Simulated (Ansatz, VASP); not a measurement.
# Ge: VASP beside Ansatz

INCAR

```
SYSTEM = Ge
  ALGO = Normal
  EDIFF = 1E-6
  EDIFFG = -0.04
  ENCUT = 600
  GGA = PE
  IBRION = 2
  ISIF = 3
  ISMEAR = 0
  LASPH = .TRUE.
  LCHARG = .FALSE.
  LREAL = .FALSE.
  LWAVE = .FALSE.
  NELM = 80
  NSW = 90
  PREC = Accurate
  SIGMA = 0.1
```

File KPOINTS:

```
k-points
0
G
  4 4 6
  0 0 0
```

POSCAR

```
Ge
1.0
    6.3215242300      0.0000000000      0.0000000000
    0.0000000000      6.3215242300      0.0000000000
    0.0000000000      0.0000000000      2.5053997800
Ge
6
Direct
    0.5000000000      0.5000000000      0.0000000000
    0.0000000000      0.0000000000      0.0000000000
    0.8631799800      0.6368200200      0.0000000000
    0.1368200200      0.3631799800      0.0000000000
    0.6368200200      0.1368200200      0.0000000000
    0.3631799800      0.8631799800      0.0000000000
```

Input for Ansatz:

```yaml
crystal:
  lattice:
    - [6.32152423, 0.0, 0.0]
    - [0.0, 6.32152423, 0.0]
    - [0.0, 0.0, 2.50539978]
  atoms:
    - { symbol: Ge, position: [0.5, 0.5, 0.0] }
    - { symbol: Ge, position: [0.0, 0.0, 0.0] }
    - { symbol: Ge, position: [0.86317998, 0.63682002, 0.0] }
    - { symbol: Ge, position: [0.13682002, 0.36317998, 0.0] }
    - { symbol: Ge, position: [0.63682002, 0.13682002, 0.0] }
    - { symbol: Ge, position: [0.36317998, 0.86317998, 0.0] }
basis:
  ecutwfc: 420
kpoints:
  mp_grid: { grid: [4, 4, 6] }
hamiltonian:
  xc: pbe
scf:
  occupations: { method: gaussian, width: 0.1 }
  lower_state_search: "off"
output:
  forces: true
  stress: true
  eigenvalues: true
relax:
  adjacent_minimum: "off"
  f_tol: 0.04
  max_steps: 70
  cell: { stress_tol: 0.4 }
```

Alike in both runs: task relaxation of cell and atoms; functional PBE; k mesh 4 × 4 × 6; occupations gaussian, width 0.1 eV; no spin polarisation.

```csv
,VASP,Ansatz
version,VASP 6.6.1,Ansatz 0.2.0
potentials or method,"VASP PAW PBE potentials, release 64 (Ge_d), cutoff 600 eV","scalar-relativistic, plane waves, PAW"
valence electrons in the cell,84,84
```

|  | VASP | Ansatz | Ansatz less VASP |
| --- | --- | --- | --- |
| gap on the k mesh at the Fermi level, each at its own relaxed structure (eV) | none | none | - |
| relaxed volume (Å³/atom) | 20.96 | 20.97 | +0.008 |
| relaxed length of the cell vector where the two differ most in proportion (Å) | 2.773 | 2.767 | -0.0053 |

A gap of «none» marks a metal or a gap that the smearing closes.

The k mesh is coarse, so the values compare programs but aren't converged. Noted on VASP's run: the volume moved by over 15 % at a fixed basis, so the end points are rough.
